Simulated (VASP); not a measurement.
# ZrSi2 (Cmcm) in VASP: further runs

The runs below take ZrSi2 through density of states, electric field gradients, with PBE.

Everything below comes from runs of VASP 6.6.1. Logs are shortened: lines on timing, memory, paths and dates and some standing lists are left out, and cuts for length are marked.

### 1 The cell of the first run

Symmetry: Cmcm, No. 63, orthorhombic system. The conventional cell has a = 3.706 Å, b = 14.735 Å, c = 3.672 Å, α = 90.00°, β = 90.00°, γ = 90.00°. Within 3.6 Å of Zr (site symmetry m2m) lie 10 Si at 2.72 to 2.97 Å. Within 3.2 Å of Si (site symmetry m2m) lie 2 Si at 2.40 Å and 6 Zr at 2.72 to 2.97 Å. Si (site symmetry m2m) has 4 Si at 2.61 Å and 4 Zr at 2.81 to 2.83 Å within 3.4 Å.

### 2 Density of states, PBE

File POSCAR:

```
ZrSi2
1.0
    1.8530000000     -7.3675000000      0.0000000000
    1.8530000000      7.3675000000      0.0000000000
    0.0000000000      0.0000000000      3.6720000000
Zr Si
2 4
Direct
    0.8946000000      0.1054000000      0.7500000000
    0.1054000000      0.8946000000      0.2500000000
    0.5522000000      0.4478000000      0.7500000000
    0.4478000000      0.5522000000      0.2500000000
    0.2496000000      0.7504000000      0.7500000000
    0.7504000000      0.2496000000      0.2500000000
```

File INCAR.step1:

```
PREC = Accurate ; ENCUT = 520
EDIFF = 1E-7 ; ISMEAR = -1
SIGMA = 0.03 ; LREAL = F
LASPH = T ; NELM = 100
ALGO = Normal ; ISIF = 2
LWAVE = F ; LCHARG = T
LMAXMIX = 4 ; GGA = PE
NBANDS = 29
```

File KPOINTS.step1:

```
Automatic mesh
0
Gamma
  8 8 8
```

File INCAR.step2:

```
PREC = Accurate ; ENCUT = 520
EDIFF = 1E-7 ; ISMEAR = -5
SIGMA = 0.03 ; LREAL = F
LASPH = T ; NELM = 100
ALGO = Normal ; ISIF = 2
LWAVE = F ; LCHARG = F
LMAXMIX = 4 ; GGA = PE
LORBIT = 11 ; NEDOS = 1001
ICHARG = 11
```

File KPOINTS.step2:

```
Automatic mesh
0
Gamma
  12 12 12
```

Potentials or basis: VASP PAW PBE potentials, release 64 (Zr_sv, Si).

Launch:

```
$ cat potpaw_PBE.64/Zr_sv/POTCAR potpaw_PBE.64/Si/POTCAR > POTCAR
$ cp INCAR.step1 INCAR
$ cp KPOINTS.step1 KPOINTS
$ mpirun -np 1 vasp_std > vasp.out
$ cp INCAR.step2 INCAR
$ cp KPOINTS.step2 KPOINTS
$ mpirun -np 1 vasp_std > vasp.out
```

OUTCAR:

```text
PREC = Accurate
   ENCUT = 520
   EDIFF = 1E-7
   ISMEAR = -5
   LREAL = F
   LASPH = T
   NELM = 100
   ISIF = 2
   GGA = PE
   LORBIT = 11
   ICHARG = 11

 ion  position               nearest neighbor table
   1  0.895  0.105  0.750-   4 2.72   4 2.72   4 2.72   4 2.72   6 2.81   6 2.81   5 2.83   5 2.83
                             3 2.97   3 2.97   2 3.61   2 3.61
   2  0.105  0.895  0.250-   3 2.72   3 2.72   3 2.72   3 2.72   5 2.81   5 2.81   6 2.83   6 2.83
                             4 2.97   4 2.97   1 3.61   1 3.61
   3  0.552  0.448  0.750-   4 2.40   4 2.40   2 2.72   2 2.72   2 2.72   2 2.72   1 2.97   1 2.97

   4  0.448  0.552  0.250-   3 2.40   3 2.40   1 2.72   1 2.72   1 2.72   1 2.72   2 2.97   2 2.97

   5  0.250  0.750  0.750-   6 2.61   6 2.61   6 2.61   6 2.61   2 2.81   2 2.81   1 2.83   1 2.83

   6  0.750  0.250  0.250-   5 2.61   5 2.61   5 2.61   5 2.61   1 2.81   1 2.81   2 2.83   2 2.83

  LATTYP: Found a base centered orthorhombic cell.
 ALAT       =     3.7060000000
 B/A-ratio  =     3.9759848894
 C/A-ratio  =     0.9908256881

  Lattice vectors:

 A1 = (   1.8530000000,  -7.3675000000,   0.0000000000)
 A2 = (   1.8530000000,   7.3675000000,   0.0000000000)
 A3 = (   0.0000000000,   0.0000000000,   3.6720000000)

Analysis of symmetry for initial positions (statically):
=====================================================================
 Subroutine PRICEL returns:
 Original cell was already a primitive cell.

 Routine SETGRP: Setting up the symmetry group for a
 base centered orthorhombic supercell.

 Subroutine GETGRP returns: Found  8 space group operations
 (whereof  4 operations were pure point group operations)
 out of a pool of  8 trial point group operations.

The static configuration has the point symmetry C_2h.
 The point group associated with its full space group is D_2h.

Analysis of symmetry for dynamics (positions and initial velocities):
=====================================================================
 Subroutine PRICEL returns:
 Original cell was already a primitive cell.

 Routine SETGRP: Setting up the symmetry group for a
 base centered orthorhombic supercell.

 Subroutine GETGRP returns: Found  8 space group operations
 (whereof  4 operations were pure point group operations)
 out of a pool of  8 trial point group operations.

The dynamic configuration has the point symmetry C_2h.
 The point group associated with its full space group is D_2h.

 Subroutine INISYM returns: Found  8 space group operations
 (whereof  4 operations are pure point group operations),
 and found     1 'primitive' translations

----------------------------------------------------------------------------------------

                                     Primitive cell

  volume of cell :     100.2601

  direct lattice vectors                    reciprocal lattice vectors
     1.853000000 -7.367500000  0.000000000     0.269832704 -0.067865626  0.000000000
     1.853000000  7.367500000  0.000000000     0.269832704  0.067865626  0.000000000
     0.000000000  0.000000000  3.672000000     0.000000000  0.000000000  0.272331155

  length of vectors
     7.596951050  7.596951050  3.672000000     0.278236287  0.278236287  0.272331155

  position of ions in fractional coordinates (direct lattice)
     0.894600000  0.105400000  0.750000000
     0.105400000  0.894600000  0.250000000
     0.552200000  0.447800000  0.750000000
     0.447800000  0.552200000  0.250000000
     0.249600000  0.750400000  0.750000000
     0.750400000  0.249600000  0.250000000

  ion indices of the primitive-cell ions
   primitive index   ion index
                 1           1
                 2           2
                 3           3
                 4           4
                 5           5
                 6           6

----------------------------------------------------------------------------------------

 KPOINTS: Automatic mesh

Automatic generation of k-mesh.
 Grid dimensions read from file:
 generate k-points for:   12   12   12

 Generating k-lattice:

  Cartesian coordinates                     Fractional coordinates (reciprocal lattice)
     0.022486059 -0.005655469  0.000000000     0.083333333  0.000000000  0.000000000
     0.022486059  0.005655469  0.000000000     0.000000000  0.083333333  0.000000000
     0.000000000  0.000000000  0.022694263     0.000000000  0.000000000  0.083333333

  Length of vectors
     0.023186357  0.023186357  0.022694263

  Shift w.r.t. Gamma in fractional coordinates (k-lattice)
     0.000000000  0.000000000  0.000000000

 TETIRR: Found   2592 inequivalent tetrahedra from    10368

 Subroutine IBZKPT returns following result:
 ===========================================

 Found    301 irreducible k-points:

 Following reciprocal coordinates:
            Coordinates               Weight
  0.000000  0.000000  0.000000      1.000000
  0.083333  0.000000  0.000000      4.000000
  0.166667  0.000000  0.000000      4.000000
  0.250000  0.000000  0.000000      4.000000
  0.333333 -0.000000  0.000000      4.000000
  0.416667  0.000000  0.000000      4.000000
[... 16 lines left out ...]
  0.500000  0.166667  0.000000      4.000000
 -0.416667  0.166667  0.000000      4.000000
 [... further k-points ...]
   k-points           NKPTS =    301   k-points in BZ     NKDIM =    301   number of bands    NBANDS=     24
   number of dos      NEDOS =   1001   number of ions     NIONS =      6
   total plane-waves  NPLWV = 100800
   dimension x,y,z NGX =    60 NGY =   60 NGZ =   28
   dimension x,y,z NGXF=   120 NGYF=  120 NGZF=   56
   ions per type =               2   4
   NGX,Y,Z   is equivalent  to a cutoff of  13.13, 13.13, 12.68 a.u.
   NGXF,Y,Z  is equivalent  to a cutoff of  26.26, 26.26, 25.35 a.u.
 SYSTEM =  unknown system
   PREC   = accura    normal or accurate (medium, high low for compatibility)
   ISTART =      0    job   : 0-new  1-cont  2-samecut
   ICHARG =     11    charge: 1-file 2-atom 10-const
   ISPIN  =      1    spin polarized calculation?
   LNONCOLLINEAR =      F non collinear calculations
   LSORBIT =      F    spin-orbit coupling
   LASPH  =      T    aspherical Exc in radial PAW
   ENCUT  =  520.0 eV  38.22 Ry    6.18 a.u.  14.13 14.13  6.83*2*pi/ulx,y,z
   NELM   =    100;   NELMIN=  2; NELMDL=  0     # of ELM steps
   EDIFF  = 0.1E-06   stopping-criterion for ELM
   LREAL  =      F    real-space projection
   EDIFFG = 0.1E-05   stopping-criterion for IOM
   NSW    =      0    number of steps for IOM
   IBRION =     -1    ionic relax: 0-MD 1-quasi-New 2-CG
   NFREE  =      0    steps in history (QN), initial steepest desc. (CG)
   ISIF   =      2    stress and relaxation
   ISYM   =      2    0-nonsym 1-usesym 2-fastsym
   POTIM  = 0.5000    time-step for ionic-motion
   TEBEG  =    0.0;   TEEND  =   0.0 temperature during run
   PSTRESS=    0.0 pullay stress
   NELECT =      40.0000    total number of electrons
   NUPDOWN=      -1.0000    fix difference up-down
   EMIN   =  10.00;   EMAX   =-10.00  energy-range for DOS
   EFERMI =   0.00;   METHOD = LEGACY
   ISMEAR =    -5;   SIGMA  =   0.03  broadening in eV -4-tet -1-fermi 0-gaus
   EFERMI_NEDOS =   21; number of points for ismear=-14 and -15
   IALGO  =     38    algorithm
   IMIX   =      4    mixing-type and parameters
     AMIX     =   0.40;   BMIX     =  1.00
     AMIX_MAG =   1.60;   BMIX_MAG =  1.00
  volume/ion in A,a.u.               =      16.71       112.76
  Fermi-wavevector in a.u.,A,eV,Ry     =   1.205180  2.277461 19.761917  1.452460
  Thomas-Fermi vector in A             =   2.340884
   LORBIT       =     11    0 simple, 1 ext, 2 COOP (PROOUT), +10 PAW based schemes
   GGA     = PE    functional components
   LHFCALC =     F    Hartree Fock is set to
   AEXX    =    0.0000 exact exchange contribution
   IVDW    =     0    specifies the selected vdW correction
   LEPSILON=     F    determine dielectric tensor
   LRPA    =     F    only Hartree local field effects (RPA)
 non-spin polarized calculation
 Fermi weights with tetrahedron method with Bloechl corrections
  energy-cutoff  :      520.00
  volume of cell :      100.26
 maximum number of plane-waves:      2728
 NGX is ok and might be reduce to    60

 number of electron      40.0000000 magnetization

 Free energy of the ion-electron system (eV)
  ---------------------------------------------------
  ext. energy  EPLUGINS =         0.00000000
  ---------------------------------------------------
  free energy    TOTEN  =       -42.71076912 eV

  energy without entropy =      -42.71076912  energy(sigma->0) =      -42.71076912

 E-fermi :  10.0984     XC(G=0): -11.2732

 val. band max:       10.1279659349   @ k =  -0.3333   0.1667   0.0833
 cond. band min:      10.0289276085   @ k =  -0.1667   0.0833   0.2500
 fundamental gap:     -0.0990383264
 Fermi energy:        10.0984063261

 k-point     1 :       0.0000    0.0000    0.0000
  band No.  band energies     occupation
      1     -38.7299      2.00000
      2     -38.7174      2.00000
      3     -16.9653      2.00000
      4     -16.8285      2.00000
      5     -16.8061      2.00000
      6     -16.7992      2.00000
[... 16 lines left out ...]
     23      11.4506      0.00000
     24      11.6571      0.00000

 k-point     2 :       0.0833    0.0000    0.0000
  band No.  band energies     occupation
      1     -38.7293      2.00000
      2     -38.7168      2.00000
      3     -16.9628      2.00000
      4     -16.8412      2.00000
      5     -16.8175      2.00000
      6     -16.7985      2.00000
[... 16 lines left out ...]
     23      11.5151      0.00000
     24      11.6639      0.00000

 k-point     3 :       0.1667    0.0000    0.0000
  band No.  band energies     occupation
      1     -38.7276      2.00000
      2     -38.7153      2.00000
      3     -16.9560      2.00000
      4     -16.8755      2.00000
      5     -16.8483      2.00000
      6     -16.7964      2.00000
[... 16 lines left out ...]
     23      11.3863      0.00000
     24      11.6741      0.00000

 k-point     4 :       0.2500    0.0000    0.0000
  band No.  band energies     occupation
      1     -38.7252      2.00000
      2     -38.7131      2.00000
      3     -16.9474      2.00000
      4     -16.9212      2.00000
      5     -16.8900      2.00000
      6     -16.7937      2.00000
[... 16 lines left out ...]
     23      10.9836      0.00000
     24      11.6924      0.00000

 k-point     5 :       0.3333   -0.0000    0.0000
  band No.  band energies     occupation
      1     -38.7229      2.00000
      2     -38.7109      2.00000
      3     -16.9697      2.00000
      4     -16.9367      2.00000
      5     -16.9300      2.00000
      6     -16.7909      2.00000
[... 451 lines left out ...]
 k-point    22 :       0.4167    0.1667    0.0000
  band No.  band energies     occupation
      1     -38.7211      2.00000
      2     -38.7094      2.00000
      3     -17.0030      2.00000
      4     -16.9616      2.00000
      5     -16.9260      2.00000
      6     -16.7912      2.00000
[... 16 lines left out ...]
     23      11.2773      0.00000
     24      11.7431      0.00000

 k-point    23 :       0.5000    0.1667    0.0000
  band No.  band energies     occupation
      1     -38.7228      2.00000
      2     -38.7110      2.00000
      3     -16.9710      2.00000
      4     -16.9335      2.00000
      5     -16.9277      2.00000
      6     -16.7953      2.00000
[... 16 lines left out ...]
     23      11.1897      0.00000
     24      11.9682      0.00000

 k-point    24 :      -0.4167    0.1667    0.0000
  band No.  band energies     occupation
      1     -38.7251      2.00000
      2     -38.7132      2.00000
      3     -16.9440      2.00000
      4     -16.9195      2.00000
      5     -16.8895      2.00000
      6     -16.7995      2.00000
[... 16 lines left out ...]
     23      10.8368      0.00000
     24      11.8269      0.00000

 [... further k-points ...]

------------------------ aborting loop because EDIFF is reached ----------------------------------------

  FORCE on cell =-STRESS in cart. coord.  units (eV):
  Direction    XX          YY          ZZ          XY          YZ          ZX
  --------------------------------------------------------------------------------------
  -------------------------------------------------------------------------------------
  Total       -0.0916343      0.9634877      0.7403266      0.0000000      0.0000000      0.0000000
  in kB       -1.4643343     15.3967318     11.8305708      0.0000000      0.0000000      0.0000000
  external PRESSURE =       8.5876561 kB  Pullay stress =       0.0000000 kB

 VOLUME and BASIS-vectors are now :
 -----------------------------------------------------------------------------
  energy-cutoff  :      520.00
  volume of cell :      100.26
      direct lattice vectors                 reciprocal lattice vectors
     1.853000000 -7.367500000  0.000000000     0.269832704 -0.067865626  0.000000000
     1.853000000  7.367500000  0.000000000     0.269832704  0.067865626  0.000000000
     0.000000000  0.000000000  3.672000000     0.000000000  0.000000000  0.272331155

 POSITION                                       TOTAL-FORCE (eV/Angst)
 -----------------------------------------------------------------------------------
      1.85300     -5.81443      2.75400         0.000000     -0.086378     -0.000000
      1.85300      5.81443      0.91800         0.000000      0.086378      0.000000
      1.85300     -0.76917      2.75400         0.000000     -0.204934      0.000000
      1.85300      0.76917      0.91800         0.000000      0.204934      0.000000
      1.85300      3.68964      2.75400         0.000000     -0.080459     -0.000000
      1.85300     -3.68964      0.91800         0.000000      0.080459     -0.000000
 -----------------------------------------------------------------------------------
    total drift:                               -0.000000     -0.000000     -0.000000

  FREE ENERGIE OF THE ION-ELECTRON SYSTEM (eV)
  ---------------------------------------------------
  free  energy   TOTEN  =       -42.7107691247 eV

  energy  without entropy=      -42.7107691247  energy(sigma->0) =      -42.71076912

 total charge

# of ion       s       p       d       tot
------------------------------------------
    1        2.150   5.985   1.791   9.927
    2        2.150   5.985   1.791   9.927
    3        0.772   0.926   0.000   1.697
    4        0.772   0.926   0.000   1.697
    5        0.755   0.855   0.000   1.611
    6        0.755   0.855   0.000   1.611
--------------------------------------------------
tot          7.354  15.533   3.583  26.470
```

Wall time 16 min (1 thread of Intel Xeon Platinum 8259CL at 2.50GHz (Skylake/Cascade Lake), shared host); peak memory 0.74 GiB.

What came out:

| Quantity | Value |
| --- | --- |
| Valence electrons inside the program's atomic spheres | Zr 9.93; Si 1.70, 1.61 |

Levels at points of the mesh, in eV from the Fermi level:
```csv
k point,band 17,band 18,band 19,band 20,band 21,band 22,band 23,band 24
"(0.00, 0.00, 0.00)",-2.49,-2.43,-2.39,-0.15,1.07,1.35,1.35,1.56
"(0.50, 0.00, 0.00)",-1.88,-1.51,-0.91,-0.50,-0.50,0.82,0.88,2.04
"(0.50, 0.50, 0.00)",-2.67,-2.00,-1.50,0.27,0.98,1.08,1.42,1.68
"(0.00, 0.00, 0.50)",-1.95,-1.95,-0.11,-0.11,0.06,0.06,1.47,1.47
"(0.50, 0.00, 0.50)",-3.31,-3.31,-2.17,-2.17,2.12,2.12,3.05,3.06
"(0.50, 0.50, 0.50)",-2.26,-2.26,-0.97,-0.97,-0.02,-0.02,2.24,2.24
```

Caveat: tetrahedron occupations give inexact forces and stress in metals.

(Part 1 of 2 ends here.)
